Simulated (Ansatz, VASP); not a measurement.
**Two plane-wave programs on VO2**

```
CELL_PARAMETERS angstrom
4.55460 0.00000 0.00000
0.00000 4.55460 0.00000
0.00000 0.00000 2.90986
ATOMIC_POSITIONS crystal
V 0.00000 0.00000 0.00000
V 0.50000 0.50000 0.50000
O 0.30107 0.30107 0.00000
O 0.19893 0.80107 0.50000
O 0.69893 0.69893 0.00000
O 0.80107 0.19893 0.50000
```

Change from the starting cell: z stretched by +2 %, ions relaxed.

Alike in both runs: functional PBE; k mesh 10 × 10 × 16; occupations fermi-dirac, width 0.05 eV; collinear spin.

Ansatz relaxed the structure, and its values are those at the end. VASP's run is a single point on that final structure, the one shown.

|  | VASP | Ansatz |
| --- | --- | --- |
| version | VASP 6.6.1 | Ansatz 0.2.0 |
| potentials or method | VASP PAW PBE potentials, release 64 (V_sv, O) | plane-wave PAW, scalar-relativistic |
| plane-wave cutoff (eV) | 600 | 420 |
| valence electrons in the cell | 50 | 50 |

Ansatz gave:

- pressure (GPa): -3.2
- rms of the force components (eV/Å): 0.000
- net moment per atom (μB): 0.33
- size of the moment on the site where the two differ most (μB): 0.85

Task: What did VASP give for the same quantities?

Result: Pressure (GPa): -2.6; rms of the force components (eV/Å): 0.010; net moment per atom (μB): 0.33; size of the moment on the site where the two differ most (μB): 1.06.

Site moments also hang on the region over which each program counts them. Ansatz's warnings: stress scf threshold loose.
